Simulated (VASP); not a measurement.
# Br: relaxation of cell and atoms with PBE

Br:

```
CELL_PARAMETERS angstrom
3.06000 0.00000 0.00000
0.00000 3.06000 0.00000
0.00000 0.00000 3.06000
ATOMIC_POSITIONS crystal
Br 0.00000 0.00000 0.00000
```

* Program: VASP 6.6.1
* Task: relaxation of cell and atoms
* Functional: PBE
* Potentials or basis: VASP PAW PBE potentials, release 64 (Br)
* Cutoff: 600 eV
* k mesh: 13 × 13 × 13
* Occupations: fermi-dirac, width 0.02 eV
* Spin: no spin polarisation
* Target pressure: 15 GPa
* Dipole correction: no
* Further INCAR settings: ALGO = Normal; EDIFF = 1e-06; IBRION = 2; EDIFFG = -0.02; NSW = 60; ISIF = 3

```yaml
Relaxed_volume: 23.04 Å³/atom
Relaxed_cell: a = 2.846 Å, b = 2.846 Å, c = 2.846 Å, α = 90.00°, β = 90.00°, γ = 90.00°
Space_group_after_relaxing_to_0.05_Å: Pm-3m (No. 221)
Energy_change_on_relaxing_the_enthalpy_is_what_falls: +237.0 meV/atom
Ionic_steps: 4
Pressure_after_relaxing: 15.0 GPa
```

The path:
```csv
step,energy change (eV),largest force (eV/Å),pressure (GPa),volume (Å³)
1,0.0000,0.0000,1.25,28.65
2,0.7581,0.0000,36.55,19.61
3,0.2276,0.0000,14.54,23.14
4,0.2370,0.0000,14.96,23.04
```

Final structure:
```xyz
1
Lattice="2.8455 0.0000 0.0000 0.0000 2.8455 0.0000 0.0000 0.0000 2.8455" Properties=species:S:1:pos:R:3 pbc="T T T"
Br    0.0000    0.0000    0.0000
```

Levels at points of the mesh, in eV from the Fermi level:
| k point | band 2 | band 3 | band 4 | band 5 | band 6 | band 7 |
| --- | --- | --- | --- | --- | --- | --- |
| (0.00, 0.00, 0.00) | -0.25 | -0.25 | -0.25 | 6.98 | 8.04 | 8.04 |

Run time: 15 s on 1 thread of Intel(R) Xeon(R) Platinum 8488C (Sapphire Rapids), on a shared host, peak memory 0.15 GiB.

Caveat: the cell is relaxed towards a set pressure, so the enthalpy falls and the energy may rise; the volume moved by over 15 % at a fixed basis, so the end points are rough; an odd number of electrons without spin polarisation forces a metal; a magnetic or distorted state may lie lower.
